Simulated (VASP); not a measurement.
A run of VASP 6.6.1:

INCAR

```
SYSTEM = Se
PREC = Accurate ; ENCUT = 520
EDIFF = 1E-6 ; ISMEAR = -1
SIGMA = 0.1 ; LREAL = .False.
LASPH = .True. ; NELM = 100
ALGO = Normal ; ISIF = 2
LWAVE = .False. ; LCHARG = .False.
GGA = B5 ; ALDAX = 1.0
AGGAX = 1.0 ; AGGAC = 1.0
ALDAC = 0.0 ; NBANDS = 9
```

File KPOINTS:

```
regular mesh
0
Gamma
  12 12 12
  0 0 0
```

Contents of POSCAR:

```
Se
1.0
    0.0000000000      2.2551963469      2.2551963469
    2.2551963469      0.0000000000      2.2551963469
    2.2551963469      2.2551963469      0.0000000000
Se
1
Direct
    0.0000000000      0.0000000000      0.0000000000
```

Potentials or basis: VASP PAW PBE potentials, release 64 (Se).

Launch:

```bash
$ cat potpaw_PBE.64/Se/POTCAR > POTCAR
$ mpirun -np 1 vasp_std > vasp.out
```

Hardware: 1 thread of Intel(R) Xeon(R) Platinum 8259CL CPU @ 2.50GHz (Skylake/Cascade Lake), with other jobs on the host.

Task: Estimate the wall time of this run.

Result: It took 13 s on 1 thread of Intel(R) Xeon(R) Platinum 8259CL CPU @ 2.50GHz (Skylake/Cascade Lake), on a shared host, peak memory 0.14 GiB. Counts: scf iterations 10, k points 72.
